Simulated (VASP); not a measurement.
Sn4P:

```
CELL_PARAMETERS angstrom
5.21127 0.00000 0.00000
0.00000 5.21127 0.00000
0.00000 0.00000 5.21127
ATOMIC_POSITIONS crystal
Sn 0.00000 0.50000 0.50000
Sn 0.50000 0.50000 0.00000
Sn 0.50000 0.00000 0.50000
Sn 0.00000 0.00000 0.00000
P 0.50000 0.50000 0.50000
```

```yaml
Program: VASP 6.6.1
Task: relaxation of cell and atoms
Functional: PBE
Potentials_or_basis: VASP PAW PBE potentials, release 64 (Sn_d, P)
Cutoff: 600 eV
k_mesh: 8 × 8 × 8
Occupations: gaussian, width 0.1 eV
Spin: no spin polarisation
```

At the start: pressure 1.8 GPa; volume 28.30 Å³/atom.

Q: Where does the relaxation end?

A: Over 3 steps the energy falls by 6.3 meV/atom and the volume is 29.48 Å³/atom (+4.2 %); space group Pm-3m (No. 221, to 0.05 Å).

The path:
```tsv
step	energy change (eV)	largest force (eV/Å)	pressure (GPa)	volume (Å³)
1	0.0000	0.0000	1.78	141.52
2	-0.0312	0.0000	-0.17	148.08
3	-0.0316	0.0000	0.01	147.42
```

Final structure:
```yaml
crystal:
  lattice:
    - [5.28268, 0.00000, 0.00000]
    - [0.00000, 5.28268, 0.00000]
    - [0.00000, 0.00000, 5.28268]
  atoms:
    - { symbol: Sn, position: [0.00000, 0.50000, 0.50000] }
    - { symbol: Sn, position: [0.50000, 0.50000, 0.00000] }
    - { symbol: Sn, position: [0.50000, 0.00000, 0.50000] }
    - { symbol: Sn, position: [0.00000, 0.00000, 0.00000] }
    - { symbol: P, position: [0.50000, 0.50000, 0.50000] }
```
